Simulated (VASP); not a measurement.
# Co (P6_3/mmc) in VASP: a series of runs, part 2 of 2

VASP 6.6.1. The steps go on from the part before.

### 3 Single point, revPBE, collinear spin, ferromagnetic start

This run uses another cell than the first one, of 11.10 Å³/atom.

The input, INCAR:

```
SYSTEM = Co
PREC = Accurate
ENCUT = 520
EDIFF = 1E-6
ISMEAR = -1
SIGMA = 0.05
LREAL = .False.
LASPH = .True.
NELM = 150
ALGO = Normal
ISIF = 2
LWAVE = .False.
LCHARG = .True.
ISPIN = 2
MAGMOM = 2 2
LORBIT = 11
LMAXMIX = 4
GGA = RE
LELF = .True.
LVHAR = .True.
NBANDS = 20
```

The input, KPOINTS:

```
regular mesh
0
Gamma
  12 12 7
  0 0 0
```

The input, POSCAR:

```
Co
1.0
    2.5135694008      0.0000000000      0.0000000000
   -1.2567847004      2.1768149553      0.0000000000
    0.0000000000      0.0000000000      4.0557834983
Co
2
Direct
    0.6666666667      0.3333333333      0.7500000000
    0.3333333333      0.6666666667      0.2500000000
```

Potentials or basis: VASP PAW PBE potentials, release 64 (Co).

Command:

```console
cat potpaw_PBE.64/Co/POTCAR > POTCAR
mpirun -np 1 vasp_std > vasp.out
```

OUTCAR:

```text
SYSTEM = Co
   PREC = Accurate
   ENCUT = 520
   EDIFF = 1E-6
   ISMEAR = -1
   LREAL = .False.
   LASPH = .True.
   NELM = 150
   ISIF = 2
   ISPIN = 2
   LORBIT = 11
   GGA = RE

 ion  position               nearest neighbor table
   1  0.667  0.333  0.750-   2 2.49   2 2.49   2 2.49   2 2.49   2 2.49   2 2.49
   2  0.333  0.667  0.250-   1 2.49   1 2.49   1 2.49   1 2.49   1 2.49   1 2.49

  LATTYP: Found a hexagonal cell.
 ALAT       =     2.5135694008
 C/A-ratio  =     1.6135554073

  Lattice vectors:

 A1 = (   2.5135694008,   0.0000000000,   0.0000000000)
 A2 = (  -1.2567847004,   2.1768149553,   0.0000000000)
 A3 = (   0.0000000000,   0.0000000000,   4.0557834983)

Analysis of symmetry for initial positions (statically):
=====================================================================
 Subroutine PRICEL returns:
 Original cell was already a primitive cell.

 Routine SETGRP: Setting up the symmetry group for a
 hexagonal supercell.

 Subroutine GETGRP returns: Found 24 space group operations
 (whereof 12 operations were pure point group operations)
 out of a pool of 24 trial point group operations.

The static configuration has the point symmetry D_3d.
 The point group associated with its full space group is D_6h.

Analysis of symmetry for dynamics (positions and initial velocities):
=====================================================================
 Subroutine PRICEL returns:
 Original cell was already a primitive cell.

 Routine SETGRP: Setting up the symmetry group for a
 hexagonal supercell.

 Subroutine GETGRP returns: Found 24 space group operations
 (whereof 12 operations were pure point group operations)
 out of a pool of 24 trial point group operations.

The dynamic configuration has the point symmetry D_3d.
 The point group associated with its full space group is D_6h.

Analysis of structural, dynamic, and magnetic symmetry:
=====================================================================
 Subroutine PRICEL returns:
 Original cell was already a primitive cell.
[... 145 lines left out ...]
   NGX =  9   NGY =  9   NGZ = 15

 number of electron      18.0000000 magnetization       3.2908074

 Free energy of the ion-electron system (eV)
  ---------------------------------------------------
  ext. energy  EPLUGINS =         0.00000000
  ---------------------------------------------------
  free energy    TOTEN  =       -13.25307286 eV

  energy without entropy =      -13.23768353  energy(sigma->0) =      -13.24537820

 E-fermi :  10.0432     XC(G=0): -13.1912

 val. band max:       10.0399720965   @ k =   0.2500   0.1667   0.4286
 cond. band min:      10.0546463210   @ k =   0.3333   0.3333   0.4286
 fundamental gap:      0.0146742245
 Fermi energy:        10.0431756538

 spin component 1

 k-point     1 :       0.0000    0.0000    0.0000
  band No.  band energies     occupation
      1       1.2882      1.00000
      2       5.0084      1.00000
      3       7.4401      1.00000
      4       7.4500      1.00000
      5       7.4500      1.00000
      6       7.7503      1.00000
[... 541 lines left out ...]
     19      32.9600      0.00000
     20      34.3810      0.00000

 [... further k-points ...]

 spin component 2

 k-point     1 :       0.0000    0.0000    0.0000
  band No.  band energies     occupation
      1       1.2397      1.00000
      2       5.9814      1.00000
      3       9.1390      1.00000
      4       9.1564      1.00000
      5       9.1564      1.00000
      6       9.5131      0.99998
[... 541 lines left out ...]
     19      33.0099      0.00000
     20      34.6804      0.00000

 [... further k-points ...]
[... 5 lines left out ...]
  --------------------------------------------------------------------------------------
  -------------------------------------------------------------------------------------
  Total       -0.0622659     -0.0622659     -0.0949273     -0.0000000     -0.0000000      0.0000000
  in kB       -4.4954585     -4.4954585     -6.8535312     -0.0000000     -0.0000000      0.0000000
  external PRESSURE =      -5.2814828 kB  Pullay stress =       0.0000000 kB

 VOLUME and BASIS-vectors are now :
 -----------------------------------------------------------------------------
  energy-cutoff  :      520.00
  volume of cell :       22.19
      direct lattice vectors                 reciprocal lattice vectors
     2.513569401  0.000000000  0.000000000     0.397840616  0.229693387  0.000000000
    -1.256784700  2.176814955  0.000000000     0.000000000  0.459386774  0.000000000
     0.000000000  0.000000000  4.055783498     0.000000000  0.000000000  0.246561484

 POSITION                                       TOTAL-FORCE (eV/Angst)
 -----------------------------------------------------------------------------------
      1.25678      0.72560      3.04184         0.000000      0.000000      0.000000
     -0.00000      1.45121      1.01395         0.000000     -0.000000      0.000000
 -----------------------------------------------------------------------------------
    total drift:                                0.000000     -0.000000     -0.000000

  FREE ENERGIE OF THE ION-ELECTRON SYSTEM (eV)
  ---------------------------------------------------
  free  energy   TOTEN  =       -13.2530728619 eV

  energy  without entropy=      -13.2376835333  energy(sigma->0) =      -13.24537820

 total charge

# of ion       s       p       d       tot
------------------------------------------
    1        0.481   0.504   7.246   8.231
    2        0.481   0.504   7.246   8.231
--------------------------------------------------
tot          0.963   1.007  14.492  16.462

 magnetization (x)

# of ion       s       p       d       tot
------------------------------------------
    1       -0.015  -0.057   1.744   1.673
    2       -0.015  -0.057   1.744   1.673
--------------------------------------------------
tot         -0.030  -0.114   3.488   3.345
```

OSZICAR:

```text
N       E                     dE             d eps       ncg     rms          rms(c)
DAV:   1     0.867790720332E+02    0.86779E+02   -0.82680E+03  6352   0.124E+03
DAV:   2    -0.105503438640E+02   -0.97329E+02   -0.87507E+02  6164   0.217E+02
DAV:   3    -0.151251754778E+02   -0.45748E+01   -0.43735E+01  6996   0.570E+01
DAV:   4    -0.151940683997E+02   -0.68893E-01   -0.68840E-01  7460   0.614E+00
DAV:   5    -0.151960546471E+02   -0.19862E-02   -0.19862E-02  7160   0.991E-01    0.144E+01
DAV:   6    -0.136794236738E+02    0.15166E+01   -0.73906E+00  6864   0.551E+01    0.701E+00
DAV:   7    -0.132849346548E+02    0.39449E+00   -0.11438E+00  7040   0.200E+01    0.379E+00
DAV:   8    -0.132671638142E+02    0.17771E-01   -0.16527E-02  7916   0.128E+00    0.177E+00
DAV:   9    -0.132530683944E+02    0.14095E-01   -0.36432E-03  9460   0.104E+00    0.468E-01
DAV:  10    -0.132530625140E+02    0.58804E-05   -0.60349E-04  8228   0.310E-01    0.156E-01
DAV:  11    -0.132530727387E+02   -0.10225E-04   -0.14237E-04  9232   0.183E-01    0.277E-02
DAV:  12    -0.132530730268E+02   -0.28810E-06   -0.12878E-05  6460   0.340E-02    0.152E-02
DAV:  13    -0.132530728619E+02    0.16489E-06   -0.15592E-06  5924   0.148E-02
   1 F= -.13253073E+02 E0= -.13245378E+02  d E =-.153893E-01  mag=     3.2911
```

stdout:

```text
POSCAR found type information on POSCAR Co
 POSCAR found :  1 types and       2 ions
 scaLAPACK will be used
 -----------------------------------------------------------------------------
|                                                                             |
|                                                                             |
|     You enforced a specific xc type in the INCAR file but a different       |
|     I HOPE YOU KNOW WHAT YOU ARE DOING!                                     |
|                                                                             |
 -----------------------------------------------------------------------------

 LDA part: xc-table for (Slater+PW92), standard interpolation
 POSCAR, INCAR and KPOINTS ok, starting setup
 FFT: planning ... GRIDC
 FFT: planning ... GRID_SOFT
 FFT: planning ... GRID
 WAVECAR not read
 entering main loop
```

Wall time 26 s (1 thread of Intel Xeon 6975P-C (Granite Rapids), shared host); peak memory 0.17 GiB.

What came out:

| Property | Result |
| --- | --- |
| Free energy | -13.2531 eV |
| Pressure | -0.5 GPa |
| Net moment | 3.29 μB per cell |
| Site moments | Co +1.67 μB |
| Valence electrons inside the program's atomic spheres | Co 8.23 |

Levels at points of the mesh, in eV from the Fermi level:
Spin up:
| k point | band 9 | band 10 | band 11 | band 12 | band 13 | band 14 |
| --- | --- | --- | --- | --- | --- | --- |
| (0.00, 0.00, 0.00) | -1.97 | -0.91 | -0.91 | -0.02 | 6.19 | 21.75 |
| (0.50, 0.00, 0.00) | -0.69 | -0.64 | 1.22 | 3.18 | 9.54 | 10.18 |
Spin down:
| k point | band 3 | band 4 | band 5 | band 6 | band 7 | band 8 | band 9 | band 10 | band 11 | band 12 |
| --- | --- | --- | --- | --- | --- | --- | --- | --- | --- | --- |
| (0.00, 0.00, 0.00) | -0.90 | -0.89 | -0.89 | -0.53 | -0.53 | -0.14 | -0.14 | -0.14 | 1.05 | 1.05 |
| (0.50, 0.00, 0.00) | -3.12 | -1.83 | -1.05 | -0.97 | -0.56 | 1.17 | 1.30 | 1.33 | 2.48 | 4.18 |

Caveat: the PAW data sets were made with another functional, which shifts forces and pressure a little.

### 4 Relaxation of cell and atoms, revPBE, collinear spin, ferromagnetic start

The input, INCAR:

```
SYSTEM = Co
PREC = Accurate
ENCUT = 600
EDIFF = 1E-6
ISMEAR = -1
SIGMA = 0.05
LREAL = .False.
LASPH = .True.
NELM = 150
ALGO = Normal
ISIF = 3
LWAVE = .False.
LCHARG = .False.
ISPIN = 2
MAGMOM = 2 2
LORBIT = 11
LMAXMIX = 4
GGA = RE
IBRION = 2
NSW = 80
EDIFFG = -0.01
```

KPOINTS is that of step 3.

The input, POSCAR:

```
Co
1.0
    2.4719999032      0.0000000000      0.0000000000
   -1.2359999516      2.1408147143      0.0000000000
    0.0000000000      0.0000000000      4.0211440800
Co
2
Direct
    0.6666666667      0.3333333333      0.7500000000
    0.3333333333      0.6666666667      0.2500000000
```

Command:

```console
cat potpaw_PBE.64/Co/POTCAR > POTCAR
mpirun -np 1 vasp_std > vasp.out
```

Wall time 65 s (1 thread of Intel Xeon 6975P-C (Granite Rapids), shared host); peak memory 0.18 GiB.

The run converged. Its results:

- Free energy: -13.2520 eV
- Relaxed volume: 11.07 Å³/atom
- Relaxed cell: a = 2.512 Å, b = 2.512 Å, c = 4.049 Å, α = 90.00°, β = 90.00°, γ = 120.00°
- Space group after relaxing (to 0.1 Å): P6_3/mmc (No. 194)
- Energy gained by relaxing: 11.1 meV/atom
- Ionic steps: 5
- Pressure after relaxing: 0.0 GPa
- Net moment: 3.29 μB per cell
- Site moments: Co +1.67 μB
- Valence electrons inside the program's atomic spheres: Co 8.24

Step by step:
```
step  energy change (eV)  largest force (eV/Å)  pressure (GPa)  volume (Å³)
   1              0.0000                0.0000            8.32        21.28
   2             -0.0016                0.0000           -7.06        23.03
   3             -0.0220                0.0000           -0.10        22.14
   4             -0.0222                0.0000           -0.01        22.13
   5             -0.0222                0.0000            0.02        22.13
```

Final structure:
```
Co
1.0
     2.51230    0.00000    0.00000
    -1.25615    2.17572    0.00000
     0.00000    0.00000    4.04864
Co
2
Direct
  0.66667 0.33333 0.75000
  0.33333 0.66667 0.25000
```

Levels at points of the mesh, in eV from the Fermi level:
Spin up:
| k point | band 9 | band 10 | band 11 | band 12 | band 13 | band 14 |
| --- | --- | --- | --- | --- | --- | --- |
| (0.00, 0.00, 0.00) | -1.97 | -0.90 | -0.90 | -0.01 | 6.23 | 21.76 |
| (0.50, 0.00, 0.00) | -0.68 | -0.64 | 1.22 | 3.20 | 9.57 | 10.21 |
Spin down:
```tsv
k point	band 4	band 5	band 6	band 7	band 8	band 9	band 10	band 11
(0.00, 0.00, 0.00)	-0.89	-0.89	-0.53	-0.53	-0.15	-0.15	-0.13	1.05
(0.50, 0.00, 0.00)	-1.84	-1.06	-0.97	-0.55	1.17	1.31	1.34	2.49
```

Caveat: the PAW data sets were made with another functional, which shifts forces and pressure a little.

### 5 Single point, LDA, collinear spin, ferromagnetic start

This run uses another cell than the first one, of 10.00 Å³/atom.

The input, INCAR:

```
ALGO = Normal ; EDIFF = 1E-7
ENCUT = 520 ; ISIF = 2
ISMEAR = -1 ; ISPIN = 2
LASPH = T ; LCHARG = F
LMAXMIX = 4 ; LORBIT = 11
LREAL = F ; LWAVE = F
MAGMOM = 2 2 ; NBANDS = 20
NELM = 150 ; PREC = Accurate
SIGMA = 0.05
```

The input, KPOINTS:

```
k-points
0
Gamma
  12 12 7
```

The input, POSCAR:

```
Co
1.0
    2.4275842291      0.0000000000      0.0000000000
   -1.2137921146      2.1023496122      0.0000000000
    0.0000000000      0.0000000000      3.9170902623
Co
2
Direct
    0.6666666667      0.3333333333      0.7500000000
    0.3333333333      0.6666666667      0.2500000000
```

Potentials or basis: VASP PAW LDA potentials, release 64 (Co).

Command:

```console
cat potpaw_LDA.64/Co/POTCAR > POTCAR
mpirun -np 1 vasp_std > vasp.out
```

OUTCAR:

```text
EDIFF = 1E-7
   ENCUT = 520
   ISIF = 2
   ISMEAR = -1
   ISPIN = 2
   LASPH = T
   LORBIT = 11
   LREAL = F
   NELM = 150
   PREC = Accurate

 ion  position               nearest neighbor table
   1  0.667  0.333  0.750-   2 2.41   2 2.41   2 2.41   2 2.41   2 2.41   2 2.41
   2  0.333  0.667  0.250-   1 2.41   1 2.41   1 2.41   1 2.41   1 2.41   1 2.41

  LATTYP: Found a hexagonal cell.
 ALAT       =     2.4275842291
 C/A-ratio  =     1.6135754283

  Lattice vectors:
[... 1321 lines left out ...]
  in kB       -8.9003816     -8.9003816    -10.3751204      0.0000000     -0.0000000      0.0000000
  external PRESSURE =      -9.3919612 kB  Pullay stress =       0.0000000 kB

 VOLUME and BASIS-vectors are now :
 -----------------------------------------------------------------------------
  energy-cutoff  :      520.00
  volume of cell :       19.99
      direct lattice vectors                 reciprocal lattice vectors
     2.427584229  0.000000000  0.000000000     0.411932154  0.237829140  0.000000000
    -1.213792115  2.102349612  0.000000000     0.000000000  0.475658280  0.000000000
     0.000000000  0.000000000  3.917090262     0.000000000  0.000000000  0.255291539

 POSITION                                       TOTAL-FORCE (eV/Angst)
 -----------------------------------------------------------------------------------
      1.21379      0.70078      2.93782         0.000000      0.000000      0.000000
     -0.00000      1.40157      0.97927         0.000000      0.000000      0.000000
 -----------------------------------------------------------------------------------
    total drift:                                0.000000     -0.000000     -0.000000

  FREE ENERGIE OF THE ION-ELECTRON SYSTEM (eV)
  ---------------------------------------------------
  free  energy   TOTEN  =       -16.2590387551 eV

  energy  without entropy=      -16.2451727297  energy(sigma->0) =      -16.25210574

 total charge

# of ion       s       p       d       tot
------------------------------------------
    1        0.523   0.591   7.340   8.454
    2        0.523   0.591   7.340   8.454
--------------------------------------------------
tot          1.047   1.181  14.679  16.907

 magnetization (x)

# of ion       s       p       d       tot
------------------------------------------
    1       -0.013  -0.038   1.523   1.472
    2       -0.013  -0.038   1.523   1.472
--------------------------------------------------
tot         -0.026  -0.076   3.047   2.944
```

stdout:

```text
POSCAR found type information on POSCAR Co
 POSCAR found :  1 types and       2 ions
 scaLAPACK will be used
 LDA part: xc-table for (Slater(with rela. corr.)+CA(PZ))
 , standard interpolation
 POSCAR, INCAR and KPOINTS ok, starting setup
 FFT: planning ... GRIDC
 FFT: planning ... GRID_SOFT
 FFT: planning ... GRID
 WAVECAR not read
 entering main loop
```

Wall time 63 s (1 thread of Intel Xeon 8259CL, shared host); peak memory 0.16 GiB.

Results:

```yaml
Free_energy: -16.2590 eV
Pressure: -0.9 GPa
Net_moment: 2.96 μB per cell
Site_moments: Co +1.47 μB
Valence_electrons_inside_the_program's_atomic_spheres: Co 8.45
```

Stress tensor (GPa, compression positive):
```
-0.89  0.00  0.00
 0.00 -0.89  0.00
 0.00  0.00 -1.04
```

### 6 Summary

```tsv
task	level	potentials or basis	cell	cutoff (eV)	smearing	gap on the mesh (eV)	pressure (GPa)	moment (μB)
single point	PBE	VASP PAW PBE potentials, release 64 (Co)	a = 2.472, b = 2.472, c = 4.021 Å, angles 90.0, 90.0, 120.0°, 2 atoms	520	gaussian 0.02 eV	none	3.9	3.21
single point	revPBE	VASP PAW PBE potentials, release 64 (Co)	a = 2.514, b = 2.514, c = 4.056 Å, angles 90.0, 90.0, 120.0°, 2 atoms	520	fermi-dirac 0.05 eV	none	-0.5	3.29
relaxation of cell and atoms	revPBE	VASP PAW PBE potentials, release 64 (Co)	relaxed from a = 2.472, b = 2.472, c = 4.021 Å, angles 90.0, 90.0, 120.0°, 2 atoms	600	fermi-dirac 0.05 eV	none	0.0	3.29
single point	LDA	VASP PAW LDA potentials, release 64 (Co)	a = 2.428, b = 2.428, c = 3.917 Å, angles 90.0, 90.0, 120.0°, 2 atoms	520	fermi-dirac 0.05 eV	none	-0.9	2.96
```

Alike in all rows: spin collinear, ferromagnetic start; k mesh 12 × 12 × 7.

Caveats: the PAW data sets were made with another functional, which shifts forces and pressure a little (at least some runs); the cell stands under pressure (at least some runs).

Absolute energies hang on the potentials; compare differences alone.
